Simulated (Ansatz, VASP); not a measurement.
**V in VASP and in Ansatz**

INCAR

```
PREC = Accurate
ENCUT = 600
EDIFF = 1E-6
ISMEAR = 0
SIGMA = 0.1
LREAL = F
LASPH = T
NELM = 80
ALGO = Fast
ISIF = 3
LWAVE = F
LCHARG = F
GGA = PS
IBRION = 2
NSW = 80
EDIFFG = -0.01
```

File KPOINTS:

```
regular mesh
0
Gamma
  20 20 20
```

The input POSCAR:

```
V
1.0
    0.0000000000      1.8857074329      1.8857074329
    1.8857074329      0.0000000000      1.8857074329
    1.8857074329      1.8857074329      0.0000000000
V
1
Direct
    0.0000000000      0.0000000000      0.0000000000
```

Input for Ansatz:

```yaml
crystal:
  lattice:
    - [0.0, 1.8857074329, 1.8857074329]
    - [1.8857074329, 0.0, 1.8857074329]
    - [1.8857074329, 1.8857074329, 0.0]
  atoms:
    - { symbol: V, position: [0.0, 0.0, 0.0] }
basis:
  ecutwfc: 420
kpoints:
  mp_grid: { grid: [20, 20, 20] }
hamiltonian:
  xc: pbesol
scf:
  occupations: { method: gaussian, width: 0.1 }
output:
  forces: true
  stress: true
  eigenvalues: true
relax:
  adjacent_minimum: "off"
  f_tol: 0.01
  max_steps: 60
  cell: { stress_tol: 0.1 }
```

Alike in both runs: task relaxation of cell and atoms; functional PBEsol; k mesh 20 × 20 × 20; occupations gaussian, width 0.1 eV; no spin polarisation.

```csv
,VASP,Ansatz
version,VASP 6.6.1,Ansatz 0.2.0
potentials or method,"VASP PAW PBE potentials, release 64 (V_sv), cutoff 600 eV","scalar-relativistic, plane waves, PAW"
valence electrons in the cell,13,13
```

```csv
,VASP,Ansatz,Ansatz less VASP
"gap on the k mesh at the Fermi level, each at its own relaxed structure (eV)",none,none,-
relaxed volume (Å³/atom),13.40,13.39,-0.014
relaxed cell length with the largest relative difference (Å),2.666,2.665,-0.0009
```

VASP's potentials were made for PBE, not for PBEsol. A gap of «none» marks a metal or a gap that the smearing closes.
